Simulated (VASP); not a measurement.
# BaNa (Pm-3m) in VASP: a series of runs

Runs on BaNa. Level: r2SCAN. Tasks: single point, relaxation of volume and atoms at fixed shape.

All numbers are computed with VASP 6.6.1; they aren't measurements. Logs are shortened: lines on timing, memory, paths and dates and some standing lists are left out, and cuts for length are marked.

### 1 The cell of the first run

The structure is cubic, space group Pm-3m (No. 221). Conventional cell: a = 4.733 Å, b = 4.733 Å, c = 4.733 Å, α = 90.00°, β = 90.00°, γ = 90.00°. Within 5.4 Å of Na (site symmetry m-3m) lie 8 Ba at 4.10 Å and 6 Na at 4.73 Å. Within 5.4 Å of Ba (site symmetry m-3m) lie 8 Na at 4.10 Å and 6 Ba at 4.73 Å.

### 2 Single point, r2SCAN

Input file POSCAR:

```
BaNa
1.0
    4.7328673849      0.0000000000      0.0000000000
    0.0000000000      4.7328673849      0.0000000000
    0.0000000000      0.0000000000      4.7328673849
Na Ba
1 1
Direct
    0.0000000000      0.0000000000      0.0000000000
    0.5000000000      0.5000000000      0.5000000000
```

Input file INCAR.step1:

```
SYSTEM = BaNa
PREC = Accurate
ENCUT = 520
ISMEAR = 0
SIGMA = 0.1
LREAL = .False.
LASPH = .True.
NELM = 60
NBANDS = 16
GGA = PE
ALGO = Normal
EDIFF = 1E-4
LWAVE = .True.
LCHARG = .False.
```

Input file INCAR.step2:

```
SYSTEM = BaNa
PREC = Accurate
ENCUT = 520
EDIFF = 1E-6
ISMEAR = 0
SIGMA = 0.1
LREAL = .False.
LASPH = .True.
NELM = 60
ALGO = Normal
ISIF = 2
LWAVE = .False.
LCHARG = .False.
METAGGA = R2SCAN
LMIXTAU = .True.
NBANDS = 16
ISTART = 1
```

Input file KPOINTS:

```
Automatic mesh
0
Gamma
  9 9 9
  0 0 0
```

Potentials or basis: VASP PAW PBE potentials, release 64 (Na_pv, Ba_sv).

Launch:

```console
> cat potpaw_PBE.64/Na_pv/POTCAR potpaw_PBE.64/Ba_sv/POTCAR > POTCAR
> cp INCAR.step1 INCAR
> mpirun -np 1 vasp_std > vasp.out
> cp INCAR.step2 INCAR
> mpirun -np 1 vasp_std > vasp.out
```

OUTCAR:

```text
SYSTEM = BaNa
   PREC = Accurate
   ENCUT = 520
   EDIFF = 1E-6
   ISMEAR = 0
   LREAL = .False.
   LASPH = .True.
   NELM = 60
   ISIF = 2
   METAGGA = R2SCAN
   ISTART = 1

 ion  position               nearest neighbor table
   1  0.000  0.000  0.000-
   2  0.500  0.500  0.500-

  LATTYP: Found a simple cubic cell.
 ALAT       =     4.7328673849

  Lattice vectors:

 A1 = (   4.7328673849,   0.0000000000,   0.0000000000)
 A2 = (   0.0000000000,   4.7328673849,   0.0000000000)
 A3 = (   0.0000000000,   0.0000000000,   4.7328673849)

Analysis of symmetry for initial positions (statically):
=====================================================================
 Subroutine PRICEL returns:
 Original cell was already a primitive cell.

 Routine SETGRP: Setting up the symmetry group for a
 simple cubic supercell.

 Subroutine GETGRP returns: Found 48 space group operations
 (whereof 48 operations were pure point group operations)
 out of a pool of 48 trial point group operations.

The static configuration has the point symmetry O_h .

Analysis of symmetry for dynamics (positions and initial velocities):
=====================================================================
 Subroutine PRICEL returns:
 Original cell was already a primitive cell.

 Routine SETGRP: Setting up the symmetry group for a
 simple cubic supercell.

 Subroutine GETGRP returns: Found 48 space group operations
 (whereof 48 operations were pure point group operations)
 out of a pool of 48 trial point group operations.

The dynamic configuration has the point symmetry O_h .

 Subroutine INISYM returns: Found 48 space group operations
 (whereof 48 operations are pure point group operations),
 and found     1 'primitive' translations

----------------------------------------------------------------------------------------

                                     Primitive cell

  volume of cell :     106.0164

  direct lattice vectors                    reciprocal lattice vectors
     4.732867385  0.000000000  0.000000000     0.211288405  0.000000000  0.000000000
     0.000000000  4.732867385  0.000000000     0.000000000  0.211288405  0.000000000
     0.000000000  0.000000000  4.732867385     0.000000000  0.000000000  0.211288405

  length of vectors
     4.732867385  4.732867385  4.732867385     0.211288405  0.211288405  0.211288405

  position of ions in fractional coordinates (direct lattice)
     0.000000000  0.000000000  0.000000000
     0.500000000  0.500000000  0.500000000

  ion indices of the primitive-cell ions
   primitive index   ion index
                 1           1
                 2           2

----------------------------------------------------------------------------------------

 KPOINTS: Automatic mesh

Automatic generation of k-mesh.
 Grid dimensions read from file:
 generate k-points for:    9    9    9

 Generating k-lattice:

  Cartesian coordinates                     Fractional coordinates (reciprocal lattice)
     0.023476489  0.000000000  0.000000000     0.111111111  0.000000000  0.000000000
     0.000000000  0.023476489  0.000000000     0.000000000  0.111111111  0.000000000
     0.000000000  0.000000000  0.023476489     0.000000000  0.000000000  0.111111111

  Length of vectors
     0.023476489  0.023476489  0.023476489

  Shift w.r.t. Gamma in fractional coordinates (k-lattice)
     0.000000000  0.000000000  0.000000000

 Subroutine IBZKPT returns following result:
 ===========================================

 Found     35 irreducible k-points:

 Following reciprocal coordinates:
            Coordinates               Weight
  0.000000  0.000000  0.000000      1.000000
  0.111111  0.000000  0.000000      6.000000
  0.222222  0.000000  0.000000      6.000000
  0.333333  0.000000  0.000000      6.000000
  0.444444  0.000000  0.000000      6.000000
  0.111111  0.111111  0.000000     12.000000
[... 16 lines left out ...]
  0.333333  0.333333  0.111111     24.000000
  0.444444  0.333333  0.111111     48.000000
 [... further k-points ...]
   k-points           NKPTS =     35   k-points in BZ     NKDIM =     35   number of bands    NBANDS=     16
   number of dos      NEDOS =    301   number of ions     NIONS =      2
   total plane-waves  NPLWV =  46656
   dimension x,y,z NGX =    36 NGY =   36 NGZ =   36
   dimension x,y,z NGXF=    72 NGYF=   72 NGZF=   72
   ions per type =               1   1
   NGX,Y,Z   is equivalent  to a cutoff of  12.65, 12.65, 12.65 a.u.
   NGXF,Y,Z  is equivalent  to a cutoff of  25.29, 25.29, 25.29 a.u.
 SYSTEM =  BaNa
   PREC   = accura    normal or accurate (medium, high low for compatibility)
   ISTART =      1    job   : 0-new  1-cont  2-samecut
   ICHARG =      0    charge: 1-file 2-atom 10-const
   ISPIN  =      1    spin polarized calculation?
   LNONCOLLINEAR =      F non collinear calculations
   LSORBIT =      F    spin-orbit coupling
   LASPH  =      T    aspherical Exc in radial PAW
   ENCUT  =  520.0 eV  38.22 Ry    6.18 a.u.   8.80  8.80  8.80*2*pi/ulx,y,z
   NELM   =     60;   NELMIN=  2; NELMDL=  0     # of ELM steps
   EDIFF  = 0.1E-05   stopping-criterion for ELM
   LREAL  =      F    real-space projection
   EDIFFG = 0.1E-04   stopping-criterion for IOM
   NSW    =      0    number of steps for IOM
   IBRION =     -1    ionic relax: 0-MD 1-quasi-New 2-CG
   NFREE  =      0    steps in history (QN), initial steepest desc. (CG)
   ISIF   =      2    stress and relaxation
   ISYM   =      2    0-nonsym 1-usesym 2-fastsym
   POTIM  = 0.5000    time-step for ionic-motion
   TEBEG  =    0.0;   TEEND  =   0.0 temperature during run
   PSTRESS=    0.0 pullay stress
   NELECT =      17.0000    total number of electrons
   NUPDOWN=      -1.0000    fix difference up-down
   EMIN   =  10.00;   EMAX   =-10.00  energy-range for DOS
   EFERMI =   0.00;   METHOD = LEGACY
   ISMEAR =     0;   SIGMA  =   0.10  broadening in eV -4-tet -1-fermi 0-gaus
   EFERMI_NEDOS =   21; number of points for ismear=-14 and -15
   IALGO  =     38    algorithm
   IMIX   =      4    mixing-type and parameters
     AMIX     =   0.40;   BMIX     =  1.00
     AMIX_MAG =   1.60;   BMIX_MAG =  1.00
  volume/ion in A,a.u.               =      53.01       357.72
  Fermi-wavevector in a.u.,A,eV,Ry     =   0.889406  1.680734 10.762798  0.791043
  Thomas-Fermi vector in A             =   2.010962
   LORBIT       =      0    0 simple, 1 ext, 2 COOP (PROOUT), +10 PAW based schemes
   METAGGA = R2SCAN    functional components
   LHFCALC =     F    Hartree Fock is set to
   AEXX    =    0.0000 exact exchange contribution
   IVDW    =     0    specifies the selected vdW correction
   LEPSILON=     F    determine dielectric tensor
   LRPA    =     F    only Hartree local field effects (RPA)
 non-spin polarized calculation
 Gauss-broadening in eV      SIGMA  =   0.10
  energy-cutoff  :      520.00
  volume of cell :      106.02
 maximum number of plane-waves:      2897
 NGX is ok and might be reduce to    36
   NGX = 17   NGY = 17   NGZ = 17

 number of electron      17.0000007 magnetization

 Free energy of the ion-electron system (eV)
  ---------------------------------------------------
  ext. energy  EPLUGINS =         0.00000000
  ---------------------------------------------------
  free energy    TOTEN  =       -29.97570413 eV

  energy without entropy =      -29.95794030  energy(sigma->0) =      -29.96682222

 E-fermi :   1.1316     XC(G=0):  -7.3175

 val. band max:        1.1219633488   @ k =   0.4444   0.3333   0.2222
 cond. band min:       1.1323620769   @ k =   0.4444   0.4444   0.3333
 fundamental gap:      0.0103987281
 Fermi energy:         1.1315957421

 k-point     1 :       0.0000    0.0000    0.0000
  band No.  band energies     occupation
      1     -29.2230      2.00000
      2     -24.4928      2.00000
      3     -24.4928      2.00000
      4     -24.4928      2.00000
      5     -13.8962      2.00000
      6     -13.8962      2.00000
[... 8 lines left out ...]
     15       5.3976      0.00000
     16       5.3976      0.00000

 k-point     2 :       0.1111    0.0000    0.0000
  band No.  band energies     occupation
      1     -29.2222      2.00000
      2     -24.4929      2.00000
      3     -24.4928      2.00000
      4     -24.4928      2.00000
      5     -13.9137      2.00000
      6     -13.8946      2.00000
[... 8 lines left out ...]
     15       5.8114      0.00000
     16       5.8114      0.00000

 k-point     3 :       0.2222    0.0000    0.0000
  band No.  band energies     occupation
      1     -29.2203      2.00000
      2     -24.4933      2.00000
      3     -24.4927      2.00000
      4     -24.4927      2.00000
      5     -13.9578      2.00000
      6     -13.8907      2.00000
[... 8 lines left out ...]
     15       6.4592      0.00000
     16       6.4592      0.00000

 k-point     4 :       0.3333    0.0000    0.0000
  band No.  band energies     occupation
      1     -29.2181      2.00000
      2     -24.4938      2.00000
      3     -24.4927      2.00000
      4     -24.4927      2.00000
      5     -14.0071      2.00000
      6     -13.8863      2.00000
[... 8 lines left out ...]
     15       6.2183      0.00000
     16       7.0542      0.00000
[... 324 lines left out ...]
 k-point    22 :       0.4444    0.2222    0.1111
  band No.  band energies     occupation
      1     -29.2131      2.00000
      2     -24.4941      2.00000
      3     -24.4933      2.00000
      4     -24.4928      2.00000
      5     -14.0281      2.00000
      6     -13.9402      2.00000
[... 8 lines left out ...]
     15       6.5456      0.00000
     16       6.9978      0.00000

 k-point    23 :       0.3333    0.3333    0.1111
  band No.  band energies     occupation
      1     -29.2124      2.00000
      2     -24.4938      2.00000
      3     -24.4937      2.00000
      4     -24.4927      2.00000
      5     -13.9926      2.00000
      6     -13.9894      2.00000
[... 8 lines left out ...]
     15       5.9431      0.00000
     16       7.2238      0.00000

 k-point    24 :       0.4444    0.3333    0.1111
  band No.  band energies     occupation
      1     -29.2109      2.00000
      2     -24.4941      2.00000
      3     -24.4938      2.00000
      4     -24.4927      2.00000
      5     -14.0214      2.00000
      6     -13.9869      2.00000
[... 8 lines left out ...]
     15       6.0765      0.00000
     16       6.7899      0.00000

 [... further k-points ...]

------------------------ aborting loop because EDIFF is reached ----------------------------------------

  FORCE on cell =-STRESS in cart. coord.  units (eV):
  Direction    XX          YY          ZZ          XY          YZ          ZX
  --------------------------------------------------------------------------------------
  -------------------------------------------------------------------------------------
  Total        0.0090679      0.0090679      0.0090679     -0.0000000      0.0000000     -0.0000000
  in kB        0.1370383      0.1370383      0.1370383     -0.0000000      0.0000000     -0.0000000
  external PRESSURE =       0.1370383 kB  Pullay stress =       0.0000000 kB

 VOLUME and BASIS-vectors are now :
 -----------------------------------------------------------------------------
  energy-cutoff  :      520.00
  volume of cell :      106.02
      direct lattice vectors                 reciprocal lattice vectors
     4.732867385  0.000000000  0.000000000     0.211288405  0.000000000  0.000000000
     0.000000000  4.732867385  0.000000000     0.000000000  0.211288405  0.000000000
     0.000000000  0.000000000  4.732867385     0.000000000  0.000000000  0.211288405

 POSITION                                       TOTAL-FORCE (eV/Angst)
 -----------------------------------------------------------------------------------
      0.00000      0.00000      0.00000         0.000000      0.000000      0.000000
      2.36643      2.36643      2.36643         0.000000      0.000000      0.000000
 -----------------------------------------------------------------------------------
    total drift:                                0.000000      0.000000      0.000000

  FREE ENERGIE OF THE ION-ELECTRON SYSTEM (eV)
  ---------------------------------------------------
  free  energy   TOTEN  =       -29.9757041305 eV

  energy  without entropy=      -29.9579403035  energy(sigma->0) =      -29.96682222
```

Run time: 1.7 min. Hardware: 1 thread of Intel Xeon Platinum 8375C at 2.90GHz (Ice Lake), shared host; peak memory 0.25 GiB.

What came out:

```yaml
Free_energy: -29.9757 eV
Pressure: 0.0 GPa
Band_gap_on_the_k_mesh: zero (an odd number of electrons rules out a gap without spin polarisation)
```

Caveat: the PAW data sets were made with another functional, which shifts forces and pressure a little; spin-orbit coupling is left out, which moves the levels of the heavy elements.

(Part 1 of 2 ends here.)
